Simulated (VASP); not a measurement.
A run of VASP 6.6.1:

The input INCAR:

```
SYSTEM = Te2Mo
PREC = Accurate
ENCUT = 600
EDIFF = 1E-7
ISMEAR = 0
SIGMA = 0.02
LREAL = .FALSE.
LASPH = .TRUE.
NELM = 60
ALGO = Normal
ISIF = 4
LWAVE = .FALSE.
LCHARG = .FALSE.
GGA = PE
IVDW = 12
IBRION = 2
NSW = 50
EDIFFG = -0.01
```

KPOINTS

```
Automatic mesh
0
G
  12 12 2
  0 0 0
```

POSCAR

```
Te2Mo
1.0
    3.4351558999      0.0000000000      0.0000000000
   -1.7175779500      2.9749322752      0.0000000000
    0.0000000000      0.0000000000     13.3421188113
Te Mo
4 2
Direct
    0.3333333333      0.6666666667      0.6149943720
    0.6666666667      0.3333333333      0.1149943720
    0.3333333333      0.6666666667      0.8850056280
    0.6666666667      0.3333333333      0.3850056280
    0.3333333333      0.6666666667      0.2500000000
    0.6666666667      0.3333333333      0.7500000000
```

Potentials or basis: VASP PAW PBE potentials, release 64 (Te, Mo_sv).

Launch:

```sh
$ cat potpaw_PBE.64/Te/POTCAR potpaw_PBE.64/Mo_sv/POTCAR > POTCAR
$ mpirun -np 1 vasp_std > vasp.out
```

Hardware: 1 thread of AMD EPYC 9R45 96-Core Processor (Zen 5), with other jobs on the host.

Task: How long does it take, and how much memory?

Result: It took 6.8 min on 1 thread of AMD EPYC 9R45 96-Core Processor (Zen 5), with other jobs on the host, peak memory 0.37 GiB. Counts: scf iterations 56, k points 38, ion steps 5.
